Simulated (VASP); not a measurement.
# Cu16O7 (a cell with a defect) in VASP: relaxation of the atoms with PBE

Aim: the relaxation of the atoms of Cu16O7 (a cell with a defect) with PBE.

Everything below comes from runs of VASP 6.6.1. Logs are shortened: lines on timing, memory, paths and dates and some standing lists are left out, and cuts for length are marked.

### 1 The cell of the first run

The cell holds a defect, 23 atoms: a = 7.445 Å, b = 7.445 Å, c = 7.445 Å, α = 109.47°, β = 109.47°, γ = 109.47°.

### 2 Relaxation of the atoms, PBE (atoms taken out)

File INCAR:

```
SYSTEM = Cu16O7
ALGO = Normal
EDIFF = 1E-7
EDIFFG = -0.025
ENCUT = 520
GGA = PE
GGA_COMPAT = .FALSE.
IBRION = 2
ISIF = 2
ISMEAR = 0
KPAR = 4
LASPH = .TRUE.
LCHARG = .FALSE.
LREAL = .FALSE.
LWAVE = .FALSE.
NELM = 120
NELMIN = 4
NSW = 65
PREC = Accurate
SIGMA = 0.02
```

File KPOINTS:

```
k-points
0
G
  3 3 3
  0 0 0
```

File POSCAR:

```
Cu16O7
1.0
   -4.2982410664      4.2982410664      4.2982410664
    4.2982410664      4.2982410664     -4.2982410664
   -4.2982410664     -4.2982410664     -4.2982410664
Cu O
16 7
Direct
    0.5000000000      0.0000000000      0.2500000000
    0.0000000000      0.5000000000      0.2500000000
    0.0000000000      0.0000000000      0.7500000000
    0.5000000000      0.5000000000      0.7500000000
    0.7500000000      0.0000000000      0.0000000000
    0.2500000000      0.5000000000      0.0000000000
    0.2500000000      0.0000000000      0.5000000000
    0.7500000000      0.5000000000      0.5000000000
    0.5000000000      0.2500000000      0.0000000000
    0.0000000000      0.7500000000      0.0000000000
    0.0000000000      0.2500000000      0.5000000000
    0.5000000000      0.7500000000      0.5000000000
    0.2500000000      0.7500000000      0.7500000000
    0.7500000000      0.2500000000      0.7500000000
    0.7500000000      0.7500000000      0.2500000000
    0.2500000000      0.2500000000      0.2500000000
    0.5000000000      0.0000000000      0.5000000000
    0.5000000000      0.5000000000      1.0000000000
    0.0000000000      0.0000000000      1.0000000000
    0.5000000000      0.0000000000      0.0000000000
    0.0000000000      0.5000000000      0.0000000000
    0.0000000000      0.0000000000      0.5000000000
    0.5000000000      0.5000000000      0.5000000000
```

Potentials or basis: VASP PAW PBE potentials, release 64 (Cu, O).

The run is started by

```console
> cat potpaw_PBE.64/Cu/POTCAR potpaw_PBE.64/O/POTCAR > POTCAR
> mpirun -np 4 vasp_std > vasp.out
```

OUTCAR:

```text
SYSTEM = Cu16O7
   EDIFF = 1E-7
   EDIFFG = -0.025
   ENCUT = 520
   GGA = PE
   IBRION = 2
   ISIF = 2
   ISMEAR = 0
   LASPH = .TRUE.
   LREAL = .FALSE.
   NELM = 120
   NELMIN = 4
   NSW = 65
   PREC = Accurate

 ion  position               nearest neighbor table
   1  0.500  0.000  0.250-  17 1.86  20 1.86
   2  0.000  0.500  0.250-  21 1.86
   3  0.000  0.000  0.750-  19 1.86  22 1.86
   4  0.500  0.500  0.750-  18 1.86  23 1.86
   5  0.750  0.000  0.000-  19 1.86  20 1.86
   6  0.250  0.500  0.000-  18 1.86  21 1.86
   7  0.250  0.000  0.500-  17 1.86  22 1.86
   8  0.750  0.500  0.500-  23 1.86
   9  0.500  0.250  0.000-  18 1.86  20 1.86
  10  0.000  0.750  0.000-  19 1.86  21 1.86
  11  0.000  0.250  0.500-  22 1.86
  12  0.500  0.750  0.500-  17 1.86  23 1.86
  13  0.250  0.750  0.750-  20 1.86
  14  0.750  0.250  0.750-  17 1.86  21 1.86
  15  0.750  0.750  0.250-  18 1.86  22 1.86
  16  0.250  0.250  0.250-  19 1.86  23 1.86
  17  0.500  0.000  0.500-   1 1.86   7 1.86  12 1.86  14 1.86
  18  0.500  0.500  0.000-   4 1.86   6 1.86   9 1.86  15 1.86
  19  0.000  0.000  0.000-   3 1.86   5 1.86  10 1.86  16 1.86
  20  0.500  0.000  0.000-   1 1.86   5 1.86   9 1.86  13 1.86
  21  0.000  0.500  0.000-   2 1.86   6 1.86  10 1.86  14 1.86
  22  0.000  0.000  0.500-   3 1.86   7 1.86  11 1.86  15 1.86
  23  0.500  0.500  0.500-   4 1.86   8 1.86  12 1.86  16 1.86

  LATTYP: Found a body centered cubic cell.
 ALAT       =     8.5964821328

  Lattice vectors:

 A1 = (  -4.2982410664,   4.2982410664,   4.2982410664)
 A2 = (   4.2982410664,   4.2982410664,  -4.2982410664)
 A3 = (  -4.2982410664,  -4.2982410664,  -4.2982410664)

Analysis of symmetry for initial positions (statically):
=====================================================================
 Subroutine PRICEL returns:
 Original cell was already a primitive cell.

 Routine SETGRP: Setting up the symmetry group for a
 body centered cubic supercell.

 Subroutine GETGRP returns: Found 24 space group operations
 (whereof  8 operations were pure point group operations)
 out of a pool of 48 trial point group operations.

The static configuration has the point symmetry D_2d.
 The point group associated with its full space group is T_d .

Analysis of symmetry for dynamics (positions and initial velocities):
=====================================================================
[... 151 lines left out ...]
     AMIX     =   0.40;   BMIX     =  1.00
     AMIX_MAG =   1.60;   BMIX_MAG =  1.00
  volume/ion in A,a.u.               =      13.81        93.20
  Fermi-wavevector in a.u.,A,eV,Ry     =   1.444052  2.728863 28.372049  2.085287
  Thomas-Fermi vector in A             =   2.562391
   LORBIT       =      0    0 simple, 1 ext, 2 COOP (PROOUT), +10 PAW based schemes
   GGA     = PE    functional components
   LHFCALC =     F    Hartree Fock is set to
   AEXX    =    0.0000 exact exchange contribution
   IVDW    =     0    specifies the selected vdW correction
   LEPSILON=     F    determine dielectric tensor
   LRPA    =     F    only Hartree local field effects (RPA)
 conjugate gradient relaxation of ions
 non-spin polarized calculation
 Gauss-broadening in eV      SIGMA  =   0.02
  energy-cutoff  :      520.00
  volume of cell :      317.64
 maximum number of plane-waves:      8598
   NGX = 27   NGY = 27   NGZ = 27

--------------------------------------- Ionic step        1  -------------------------------------------

 number of electron     218.0000274 magnetization

 Free energy of the ion-electron system (eV)
  ---------------------------------------------------
  ext. energy  EPLUGINS =         0.00000000
  ---------------------------------------------------
  free energy    TOTEN  =      -100.65036108 eV

  energy without entropy =     -100.65036108  energy(sigma->0) =     -100.65036108

------------------------ aborting loop because EDIFF is reached ----------------------------------------

  FORCE on cell =-STRESS in cart. coord.  units (eV):
  Direction    XX          YY          ZZ          XY          YZ          ZX
  --------------------------------------------------------------------------------------
  -------------------------------------------------------------------------------------
  Total       -2.8466957     -2.8466957     -2.8466957      0.0000000      0.0000000     -0.0000000
  in kB      -14.3588392    -14.3588392    -14.3588392      0.0000000      0.0000000     -0.0000000
  external PRESSURE =     -14.3588392 kB  Pullay stress =       0.0000000 kB
[... 152 lines left out ...]
  FREE ENERGIE OF THE ION-ELECTRON SYSTEM (eV)
  ---------------------------------------------------
  free  energy   TOTEN  =      -101.4464842654 eV

  energy  without entropy=     -101.4464842654  energy(sigma->0) =     -101.44648427

[... ionic steps 4 to 19 ...]

--------------------------------------- Ionic step       20  -------------------------------------------

 number of electron     218.0000040 magnetization

------------------------ aborting loop because EDIFF is reached ----------------------------------------
[... 109 lines left out ...]
--------------------------------------- Ionic step       22  -------------------------------------------

 number of electron     218.0000039 magnetization

 Free energy of the ion-electron system (eV)
  ---------------------------------------------------
  ext. energy  EPLUGINS =         0.00000000
  ---------------------------------------------------
  free energy    TOTEN  =      -102.07236313 eV

  energy without entropy =     -102.07236313  energy(sigma->0) =     -102.07236313

 E-fermi :   4.1253     XC(G=0): -10.7932

 val. band max:        4.0054746731   @ k =   0.0000   0.0000   0.0000
 cond. band min:       4.9608860491   @ k =   0.0000   0.0000   0.0000
 fundamental gap:      0.9554113760
 Fermi energy:         4.1253165474

 k-point     1 :       0.0000    0.0000    0.0000
  band No.  band energies     occupation
      1     -15.2777      2.00000
      2     -15.0483      2.00000
      3     -15.0483      2.00000
      4     -14.8722      2.00000
      5     -14.8722      2.00000
      6     -14.8722      2.00000
[... 485 lines left out ...]
    120       8.0695      0.00000
    121       8.2926      0.00000
 [bands above 121 left out]

------------------------ aborting loop because EDIFF is reached ----------------------------------------

  FORCE on cell =-STRESS in cart. coord.  units (eV):
  Direction    XX          YY          ZZ          XY          YZ          ZX
  --------------------------------------------------------------------------------------
  -------------------------------------------------------------------------------------
  Total      -11.3085932    -11.3085932    -11.3085932     -0.0000000      0.0000000     -0.0000000
  in kB      -57.0409652    -57.0409652    -57.0409652     -0.0000000      0.0000000     -0.0000000
  external PRESSURE =     -57.0409652 kB  Pullay stress =       0.0000000 kB
[... 38 lines left out ...]
  FREE ENERGIE OF THE ION-ELECTRON SYSTEM (eV)
  ---------------------------------------------------
  free  energy   TOTEN  =      -102.0723631346 eV

  energy  without entropy=     -102.0723631346  energy(sigma->0) =     -102.07236313

 reached required accuracy - stopping structural energy minimisation
```

It took 38 min on 4 MPI ranks of AMD EPYC 7R43 (Zen 3), shared host; peak memory 0.5 GiB.

What came out:

| Item | Value |
| --- | --- |
| Free energy | -102.0724 eV |
| Energy gained by relaxing | 61.8 meV/atom |
| Ionic steps | 22 |
| Pressure after relaxing | -5.7 GPa |
| Largest force after relaxing | 0.007 eV/Å |
| Band gap on the k mesh | 0.96 eV |

Forces in eV/Å, atoms in the order of the input:
```
Cu  -0.004 -0.005 -0.004
Cu   0.001  0.001  0.001
Cu  -0.004 -0.004 -0.005
Cu  -0.005 -0.004 -0.004
Cu  -0.004  0.004  0.005
Cu  -0.005  0.004  0.004
Cu  -0.004  0.005  0.004
Cu   0.001 -0.001 -0.001
Cu   0.005  0.004 -0.004
Cu   0.004  0.004 -0.005
Cu  -0.001 -0.001  0.001
Cu   0.004  0.005 -0.004
Cu  -0.001  0.001 -0.001
Cu   0.004 -0.005  0.004
Cu   0.005 -0.004  0.004
Cu   0.004 -0.004  0.005
O    0.000  0.000  0.000
O    0.000  0.000  0.000
O    0.000  0.000  0.000
O    0.000  0.000  0.000
O    0.000  0.000  0.000
O    0.000  0.000  0.000
O    0.000  0.000  0.000
```

The path:
```
step  energy change (eV)  largest force (eV/Å)  pressure (GPa)
   1              0.0000                1.9480           -1.44
   2             -0.5537                1.0606           -2.77
   3             -0.7961                1.0357           -3.28
   4             -0.6944                1.3132           -2.45
   5             -0.8547                1.1857           -3.30
   6             -1.1395                0.6333           -4.09
   7             -1.1605                0.5210           -4.29
   8             -1.3287                0.3477           -5.13
   9             -1.3332                0.3534           -5.27
  10             -1.3644                0.1160           -5.53
  11             -1.3647                0.1213           -5.56
  12             -1.3758                0.0969           -5.54
  13             -1.3823                0.1545           -5.48
  14             -1.3881                0.1452           -5.49
  15             -1.4015                0.1361           -5.52
  16             -1.4101                0.1167           -5.50
  17             -1.4103                0.1194           -5.53
  18             -1.4145                0.0931           -5.53
  19             -1.4195                0.1036           -5.59
  20             -1.4218                0.0367           -5.71
  21             -1.4218                0.0297           -5.71
  22             -1.4220                0.0075           -5.70
```

Final structure:
```
Cu O
1.0
    -4.29824    4.29824    4.29824
     4.29824    4.29824   -4.29824
    -4.29824   -4.29824   -4.29824
Cu O
16 7
Direct
  0.49491 0.99491 0.24139
  0.00000 0.50000 0.29412
  0.00000 0.00509 0.74647
  0.50509 0.50000 0.74647
  0.74139 0.99491 0.99491
  0.24647 0.50000 0.00509
  0.24647 0.00509 0.50000
  0.79412 0.50000 0.50000
  0.49491 0.24139 0.99491
  0.00000 0.74647 0.00509
  0.00000 0.29412 0.50000
  0.50509 0.74647 0.50000
  0.20588 0.70588 0.70588
  0.75353 0.25353 0.75861
  0.75353 0.75861 0.25353
  0.25861 0.25353 0.25353
  0.50000 0.00000 0.50000
  0.50000 0.50000 0.00000
  0.00000 0.00000 0.00000
  0.47389 0.97389 0.97389
  0.00000 0.50000 0.02611
  0.00000 0.02611 0.50000
  0.52611 0.50000 0.50000
```

Levels at points of the mesh, in eV from the valence-band top:
```
           k point  band 106  band 107  band 108  band 109  band 110  band 111  band 112  band 113
(0.00, 0.00, 0.00)     -0.46      0.00      0.00      0.00      0.96      1.70      1.70      2.12
```

Caveat: the cell differs from its parent crystal (atoms taken out).
